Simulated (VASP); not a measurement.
Write the native input for VASP 6.6.1 that does the following.

```yaml
Task: single point
Functional: r2SCAN
Potentials_or_basis: VASP PAW PBE potentials, release 64 (Ga_d, N)
Cutoff: 520 eV
k_mesh: 12 × 12 × 6
Occupations: gaussian, width 0.05 eV
Spin: no spin polarisation
Dipole_correction: no
Further_INCAR_settings: ALGO = Normal; EDIFF = 1e-06; NBANDS = 26
```

GaN:

```
CELL_PARAMETERS angstrom
3.18000 0.00000 0.00000
-1.59000 2.75396 0.00000
0.00000 0.00000 5.16600
ATOMIC_POSITIONS crystal
Ga 0.33333 0.66667 0.00000
Ga 0.66667 0.33333 0.50000
N 0.35437 0.67719 0.39078
N 0.68770 0.34385 0.89078
```

This cell differs from its parent crystal: all N atoms moved -0.100 Å, as atom 3 towards its neighbour atom 4 (N) at 3.169 Å.

The input as run:

POSCAR

```
GaN
1.0
    3.1799996605      0.0000000000      0.0000000000
   -1.5899998303      2.7539604900      0.0000000000
    0.0000000000      0.0000000000      5.1660000000
Ga N
2 2
Direct
    0.3333333333      0.6666666667      0.0000000000
    0.6666666667      0.3333333333      0.5000000000
    0.3543703306      0.6771851653      0.3907777479
    0.6877036639      0.3438518319      0.8907777479
```

INCAR.step1

```
ALGO     = Normal         # electronic algorithm
EDIFF    = 1E-4           # SCF threshold, eV
ENCUT    = 520            # plane-wave cutoff, eV
GGA      = PE             # functional
ISMEAR   = 0              # smearing method
LASPH    = True           # aspherical terms in the spheres
LCHARG   = False          # write CHGCAR
LREAL    = False          # projectors in reciprocal space
LWAVE    = True           # write WAVECAR
NBANDS   = 26             # bands
NELM     = 80             # most SCF steps
PREC     = Accurate       # precision mode
SIGMA    = 0.05           # smearing width, eV
```

INCAR.step2

```
ALGO     = Normal         # electronic algorithm
EDIFF    = 1E-6           # SCF threshold, eV
ENCUT    = 520            # plane-wave cutoff, eV
ISIF     = 2              # what is computed and relaxed
ISMEAR   = 0              # smearing method
ISTART   = 1            
LASPH    = True           # aspherical terms in the spheres
LCHARG   = False          # write CHGCAR
LMIXTAU  = True         
LREAL    = False          # projectors in reciprocal space
LWAVE    = False          # write WAVECAR
METAGGA  = R2SCAN         # meta-GGA
NBANDS   = 26             # bands
NELM     = 80             # most SCF steps
PREC     = Accurate       # precision mode
SIGMA    = 0.05           # smearing width, eV
```

KPOINTS

```
k-points
0
Gamma
  12 12 6
```

Potentials or basis: VASP PAW PBE potentials, release 64 (Ga_d, N).

Run with:

```console
$ cat potpaw_PBE.64/Ga_d/POTCAR potpaw_PBE.64/N/POTCAR > POTCAR
$ cp INCAR.step1 INCAR
$ mpirun -np 1 vasp_std > vasp.out
$ cp INCAR.step2 INCAR
$ mpirun -np 1 vasp_std > vasp.out
```

It gave:

The pressure is 3.1 GPa, the largest force is 1.282 eV/Å and the band gap on the k mesh is 2.29 eV.

Caveat: the cell differs from its parent crystal (all N atoms moved -0.100 Å, as atom 3 towards its neighbour atom 4 (N) at 3.169 Å); the stress differs along the axes, from -1 to 6 GPa; the PAW data sets were made with another functional, which shifts forces and pressure a little.

Wall time 27 min on 1 thread of Oxide Virtual Turin-like Processor, on a shared host, peak memory 0.31 GiB.
